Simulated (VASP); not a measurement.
# Li7CaNb8O24 (a cell with a defect) in VASP: further runs

Li7CaNb8O24 (a cell with a defect) is run at these levels: PBE; tasks: single point.

Program: VASP 6.6.1. These are calculated values, not measurements. Logs are shortened: lines on timing, memory, paths and dates and some standing lists are left out, and cuts for length are marked.

**1. The cell of the first run**

The cell holds a defect, 40 atoms: a = 5.550 Å, b = 11.101 Å, c = 11.101 Å, α = 55.75°, β = 55.75°, γ = 55.75°.

**2. Single point, PBE, collinear spin**

INCAR

```
SYSTEM = Li7CaNb8O24
PREC = Accurate
ENCUT = 520
EDIFF = 1E-6
ISMEAR = -1
SIGMA = 0.01
LREAL = Auto
LASPH = .TRUE.
NELM = 150
ALGO = Normal
ISIF = 2
LWAVE = .FALSE.
LCHARG = .FALSE.
ISPIN = 2
MAGMOM = 0 0 0 0 0 0 0 0.12 0.11 0.14 0.14 0.13 0.13 0.17 0.17 0 0 -0.01 -0.01 -0.01 -0.01 -0.01 0 -0.01 -0.01 -0.01 0 -0.01 -0.01 -0.01 -0.01 -0.01 -0.01 -0.01 -0.01 0 -0.01 -0.01 -0.01 0
LORBIT = 11
NUPDOWN = 2.0
LMAXMIX = 4
GGA = PE
NELECT = 280.0
NBANDS = 170
```

KPOINTS

```
regular mesh
0
G
  1 1 1
  0 0 0
```

POSCAR

```
Li7CaNb8O24
1.0
    2.5949501352      1.4981951591      4.6722232478
   -5.1899002704      2.9963903182      9.3444464955
    0.0000000000     -5.9927806363      9.3444464955
Li Nb O Ca
7 8 24 1
Direct
    0.7167837703      0.3640944072      0.3642580605
    0.2155813317      0.1146625438      0.1102754583
    0.7404256596      0.3639837135      0.8526889003
    0.2277195599      0.1150118484      0.6044125297
    0.7114570229      0.8607404425      0.3683577795
    0.2145879473      0.6112240429      0.1155699163
    0.7219549660      0.8526451568      0.8620027387
    1.0275924103      0.5030650029      0.4961705620
    0.5067348786      0.2508641291      0.2528856211
    0.9965483776      0.4974189325      1.0140213932
    0.5181170293      0.2421451312      0.7607316207
    0.9885924329      1.0144248679      0.5000423695
    0.5073903707      0.7639696892      0.2431924028
    1.0059578972      1.0037356652      1.0031297352
    0.4819734881      0.7539642958      0.7598010413
    0.2853324188      0.3195643125      0.4403121932
    0.6267376812      0.4451445472      0.1405227396
    0.8918942271      0.1435392699      0.3121921743
    0.3886789143      0.0705251003      0.3913890735
    0.7692183504      0.1945985574      0.0686341965
    0.1346625994      0.3855253774      0.1964291488
    0.2621660180      0.3211522718      0.9415282685
    0.6849439002      0.4237428945      0.6429405480
    0.9026125884      0.1345186267      0.8163769906
    0.3988238385      0.0615659794      0.8893806565
    0.7711596732      0.1923421758      0.5696851389
    0.1640192988      0.3899177715      0.6892010734
    0.2809056612      0.8379427239      0.4252319540
    0.6365107683      0.9479474499      0.1307313378
    0.8873909038      0.6391388191      0.3217707734
    0.3947334379      0.5731041613      0.3904082507
    0.7745466400      0.6911364560      0.0714715616
    0.1355710032      0.8867563269      0.1934286750
    0.2519463689      0.8213401796      0.9436302732
    0.6466197180      0.9390628885      0.6315174919
    0.8458744867      0.6425940317      0.8370558741
    0.3785820165      0.5665364212      0.8834000970
    0.7644317695      0.6869900058      0.5760268001
    0.1319050973      0.8823114272      0.6909360005
    0.2411753734      0.6170635456      0.6201513378
```

Potentials or basis: VASP PAW PBE potentials, release 64 (Li_sv, Nb_sv, O, Ca_sv).

Command:

```console
> cat potpaw_PBE.64/Li_sv/POTCAR potpaw_PBE.64/Nb_sv/POTCAR potpaw_PBE.64/O/POTCAR potpaw_PBE.64/Ca_sv/POTCAR > POTCAR
> mpirun -np 1 vasp_gam > vasp.out
```

OUTCAR:

```text
SYSTEM = Li7CaNb8O24
   PREC = Accurate
   ENCUT = 520
   EDIFF = 1E-6
   ISMEAR = -1
   LREAL = Auto
   LASPH = .TRUE.
   NELM = 150
   ISIF = 2
   ISPIN = 2
   LORBIT = 11
   NUPDOWN = 2.0
   GGA = PE
   NELECT = 280.0

 ion  position               nearest neighbor table
   1  0.717  0.364  0.364-  26 2.04  21 2.04  31 2.04
   2  0.216  0.115  0.110-  18 2.00  22 2.03  29 2.05
   3  0.740  0.364  0.853-  37 2.05  27 2.07  20 2.08  23 2.19
   4  0.228  0.115  0.604-  16 2.02  24 2.05  35 2.08  19 2.25
   5  0.711  0.861  0.368-  19 2.04  38 2.06  33 2.09  28 2.23
   6  0.215  0.611  0.116-  17 2.02  30 2.03  34 2.05
   7  0.722  0.853  0.862-  39 2.04  25 2.05  32 2.05  36 2.17
   8  0.028  0.503  0.496-  30 1.93  16 1.93  23 1.96  31 2.05  38 2.08  27 2.11
   9  0.507  0.251  0.253-  19 1.92  20 1.94  21 1.95  18 2.06  16 2.07  17 2.07
  10  0.997  0.497  0.014-  17 1.92  22 1.96  36 1.98  21 2.02  32 2.06  37 2.07
  11  0.518  0.242  0.761-  25 1.92  27 1.96  26 1.97  24 2.04  22 2.05  23 2.10
  12  0.989  0.014  0.500-  18 1.93  35 1.93  28 1.97  26 1.99  39 2.09  19 2.11
  13  0.507  0.764  0.243-  32 1.92  33 1.92  31 2.00  29 2.00  28 2.05  30 2.13
  14  0.006  0.004  0.003-  24 1.94  29 1.94  34 1.94  33 2.06  20 2.07  25 2.08
  15  0.482  0.754  0.760-  39 1.93  37 1.95  38 1.99  34 2.02  36 2.07  35 2.11
  16  0.285  0.320  0.440-   8 1.93   4 2.02   9 2.07
  17  0.627  0.445  0.141-  10 1.92   6 2.02   9 2.07
[... 9 lines left out ...]
  27  0.164  0.390  0.689-  11 1.96   3 2.07   8 2.11  40 2.41
  28  0.281  0.838  0.425-  12 1.97  13 2.05  40 2.20   5 2.23
  29  0.637  0.948  0.131-  14 1.94  13 2.00   2 2.05
  30  0.887  0.639  0.322-   8 1.93   6 2.03  13 2.13
  31  0.395  0.573  0.390-  13 2.00   1 2.04   8 2.05  40 2.44
  32  0.775  0.691  0.071-  13 1.92   7 2.05  10 2.06
  33  0.136  0.887  0.193-  13 1.92  14 2.06   5 2.09
  34  0.252  0.821  0.944-  14 1.94  15 2.02   6 2.05
  35  0.647  0.939  0.632-  12 1.93   4 2.08  15 2.11
  36  0.846  0.643  0.837-  10 1.98  15 2.07   7 2.17  40 2.19
  37  0.379  0.567  0.883-  15 1.95   3 2.05  10 2.07
  38  0.764  0.687  0.576-  15 1.99   5 2.06   8 2.08  40 2.56
  39  0.132  0.882  0.691-  15 1.93   7 2.04  12 2.09
  40  0.241  0.617  0.620-  36 2.19  28 2.20  23 2.21  27 2.41  31 2.44  38 2.56

  LATTYP: Found a base centered monoclinic cell.
 ALAT       =    15.1977748150
 B/A-ratio  =     0.6829815988
 C/A-ratio  =     0.3652177897
 COS(beta)  =    -0.0918250334

  Lattice vectors:

 A1 = (   7.7848504056,  -1.4981951591,  -4.6722232477)
 A2 = (   2.5949501352,   7.4909757954,  -4.6722232477)
 A3 = (   2.5949501352,   1.4981951591,   4.6722232478)

Analysis of symmetry for initial positions (statically):
=====================================================================
 Subroutine PRICEL returns:
 Original cell was already a primitive cell.

 Routine SETGRP: Setting up the symmetry group for a
 base centered monoclinic supercell.

 Subroutine GETGRP returns: Found  1 space group operations
 (whereof  1 operations were pure point group operations)
 out of a pool of  4 trial point group operations.

The static configuration has the point symmetry C_1 .
[... 231 lines left out ...]
 fundamental gap:      0.1537657657
 Fermi energy:         6.6029113227

 spin component 1

 k-point     1 :       0.0000    0.0000    0.0000
  band No.  band energies     occupation
      1     -50.5592      1.00000
      2     -50.5557      1.00000
      3     -50.5439      1.00000
      4     -50.5368      1.00000
      5     -50.5300      1.00000
      6     -50.5218      1.00000
[... 144 lines left out ...]
    151       7.9772      0.00000
    152       8.0893      0.00000
 Fermi energy:         3.9916701075

 spin component 2

 k-point     1 :       0.0000    0.0000    0.0000
  band No.  band energies     occupation
      1     -50.4216      1.00000
      2     -50.3928      1.00000
      3     -50.3798      1.00000
      4     -50.3768      1.00000
      5     -50.3695      1.00000
      6     -50.3239      1.00000
[... 144 lines left out ...]
    151       8.2187      0.00000
    152       8.3303      0.00000
 [bands above 152 left out]

------------------------ aborting loop because EDIFF is reached ----------------------------------------

  FORCE on cell =-STRESS in cart. coord.  units (eV):
  Direction    XX          YY          ZZ          XY          YZ          ZX
  --------------------------------------------------------------------------------------
  -------------------------------------------------------------------------------------
  Total       20.9886939     20.2559430     22.6639575      1.2858835      1.5482467      3.1993754
  in kB       77.1371808     74.4441908     83.2940725      4.7258506      5.6900820     11.7582733
  external PRESSURE =      78.2918147 kB  Pullay stress =       0.0000000 kB

 VOLUME and BASIS-vectors are now :
 -----------------------------------------------------------------------------
  energy-cutoff  :      520.00
  volume of cell :      435.95
      direct lattice vectors                 reciprocal lattice vectors
     2.594950135  1.498195159  4.672223248     0.192681930  0.111244964  0.071343623
    -5.189900270  2.996390318  9.344446495    -0.096340965  0.055622482  0.035671811
     0.000000000 -5.992780636  9.344446495    -0.000000000 -0.111244964  0.035671811

 POSITION                                       TOTAL-FORCE (eV/Angst)
 -----------------------------------------------------------------------------------
     -0.02960     -0.01807     10.15502        -0.008535      0.027414     -0.001154
     -0.03566      0.00570      3.10917         0.006108     -0.025133      0.025702
      0.03233     -2.91004     14.82857        -0.007654      0.029535      0.008355
     -0.00598     -2.93632      7.78658         0.040301      0.007304      0.027706
     -2.62096      1.43753     14.80933         0.001797     -0.005622      0.022979
     -2.61535      1.46038      7.79409         0.035094     -0.010892      0.011780
[... 32 lines left out ...]
     -4.23682     -1.29926     15.31742         0.194594     -0.185440      0.210184
     -2.57666     -1.50614     12.68791         0.317060     -0.208610     -0.150501
 -----------------------------------------------------------------------------------
    total drift:                                0.006897     -0.009341     -0.006966

  FREE ENERGIE OF THE ION-ELECTRON SYSTEM (eV)
  ---------------------------------------------------
  free  energy   TOTEN  =      -311.3212292460 eV

  energy  without entropy=     -311.3211490878  energy(sigma->0) =     -311.32118917

 total charge

# of ion       s       p       d       tot
------------------------------------------
    1        2.014   0.049   0.000   2.063
    2        2.015   0.050   0.000   2.065
    3        2.013   0.045   0.000   2.058
    4        2.014   0.047   0.000   2.061
    5        2.013   0.046   0.000   2.059
    6        2.014   0.048   0.000   2.062
[... 32 lines left out ...]
   39        1.563   3.521   0.000   5.085
   40        2.037   5.892   0.352   8.280
--------------------------------------------------
tot         71.369 139.802  17.001 228.173

 magnetization (x)

# of ion       s       p       d       tot
------------------------------------------
    1       -0.000   0.000   0.000   0.000
    2       -0.000   0.000   0.000   0.000
    3       -0.000   0.000   0.000   0.000
    4       -0.000   0.000   0.000   0.000
    5       -0.000   0.000   0.000   0.000
    6       -0.000   0.000   0.000   0.000
[... 32 lines left out ...]
   39       -0.000  -0.009   0.000  -0.009
   40       -0.000   0.000   0.003   0.003
--------------------------------------------------
tot          0.003  -0.176   1.761   1.589
```

stdout:

```text
POSCAR found type information on POSCAR LiNbO Ca
 POSCAR found :  4 types and      40 ions
 scaLAPACK will be used
 LDA part: xc-table for (Slater+PW92), standard interpolation
 POSCAR, INCAR and KPOINTS ok, starting setup
 FFT: planning ... GRIDC
 FFT: planning ... GRID_SOFT
 FFT: planning ... GRID
 WAVECAR not read
 entering main loop
 the old and the new charge density differ
 old charge density:   279.00000 new  280.00000
    0.539E+01
```

Run time: 9.3 min. Hardware: 1 thread of Intel Xeon Platinum 8488C (Sapphire Rapids), shared host; peak memory 0.88 GiB.

Results:

| Quantity | Value |
| --- | --- |
| Free energy | -311.3212 eV |
| Largest force | 0.874 eV/Å |
| Net moment | 2.00 μB per cell |
| Site moments | Li +0.00; Nb +0.19, +0.18, +0.23, +0.22, +0.20, +0.27 (each value once); O -0.01, -0.00 (each value once); Ca +0.00 μB |
| Valence electrons inside the program's atomic spheres | Li 2.06; Nb 10.43, 10.42 (each value once); O 5.08, 5.09, 5.07, 5.11 (each value once); Ca 8.28 |

Forces in eV/Å, atoms in the order of the input:
```
Li  -0.009  0.027 -0.001
Li   0.006 -0.025  0.026
Li  -0.008  0.030  0.008
Li   0.040  0.007  0.028
Li   0.002 -0.006  0.023
Li   0.035 -0.011  0.012
Li   0.030  0.047 -0.001
Nb  -0.403  0.310 -0.622
Nb  -0.051 -0.311 -0.433
Nb  -0.176 -0.439 -0.531
Nb  -0.184 -0.336 -0.615
Nb  -0.231 -0.014 -0.631
Nb  -0.419  0.218 -0.357
Nb  -0.254  0.026 -0.378
Nb   0.023 -0.331 -0.809
O   -0.024  0.014  0.080
O   -0.085  0.296  0.114
O    0.084  0.108  0.206
O    0.082  0.040  0.224
O    0.057 -0.002  0.017
O    0.067  0.090  0.234
O    0.033  0.033  0.053
O   -0.036  0.249  0.438
O    0.001  0.168  0.167
O    0.045  0.095  0.195
O   -0.030 -0.004  0.136
O    0.266 -0.139  0.329
O   -0.006  0.048  0.121
O    0.081  0.103  0.184
O    0.203 -0.120  0.055
O    0.207 -0.406  0.371
O   -0.014 -0.026  0.062
O    0.200 -0.192  0.008
O   -0.039  0.027  0.127
O   -0.001  0.264  0.318
O   -0.052  0.163  0.454
O    0.101  0.301  0.140
O   -0.052  0.093  0.189
O    0.195 -0.185  0.210
Ca   0.317 -0.209 -0.151
```

Caveat: the k points lie up to 1.14 Å⁻¹ apart, too coarse for converged energies, forces and pressures; the cell carries a net charge on a neutralising background, which shifts energy and pressure; the cell is charged against a uniform background, so pressure and absolute levels hang on convention; the cutoff is under 1.25 times the usual one of these potentials, so pressure, stress and relaxed cells hold a basis-set (Pulay) error; the moment is held away from its start; the total moment is fixed, so each spin has its own Fermi level and the state may be an excited one.

(Continued in part 2 of 2.)
